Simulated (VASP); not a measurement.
A run of VASP 6.6.1 is set up as follows.

INCAR

```
  PREC = Accurate
  ENCUT = 520
  EDIFF = 1E-7
  ISMEAR = 0
  SIGMA = 0.03
  LREAL = False
  LASPH = True
  NELM = 100
  ALGO = Normal
  ISIF = 2
  LWAVE = False
  LCHARG = True
  GGA = PS
  LELF = True
  LVHAR = True
  NBANDS = 31
```

KPOINTS

```
Automatic mesh
0
Gamma
  6 6 6
```

Contents of POSCAR:

```
Si7Ge
1.0
    5.1862179695      0.0000000000      0.0000000000
    0.0000000000      5.1862179695      0.0000000000
    0.0000000000      0.0000000000      5.4591768100
Si Ge
7 1
Direct
    0.2525976818      0.2525976818      0.2525976818
    0.0000000000      0.5000000000      0.5000000000
    0.5000000000      0.5000000000      0.0000000000
    0.5000000000      0.0000000000      0.5000000000
    0.7474023182      0.2525976818      0.7474023182
    0.7474023182      0.7474023182      0.2525976818
    0.2525976818      0.7474023182      0.7474023182
    0.0000000000      0.0000000000      0.0000000000
```

Potentials or basis: VASP PAW PBE potentials, release 64 (Si, Ge_d).

Run with:

```console
$ cat potpaw_PBE.64/Si/POTCAR potpaw_PBE.64/Ge_d/POTCAR > POTCAR
$ mpirun -np 1 vasp_std > vasp.out
```

(1) Estimate the pressure.

(2) Estimate the largest force.

Answers

(1) 11.5 GPa.

(2) 0.021 eV/Å.

Caveat: the cell differs from its parent crystal (strain -0.050 along x and y, +0.000 along z); the cell stands under pressure; the PAW data sets were made with another functional, which shifts forces and pressure a little.
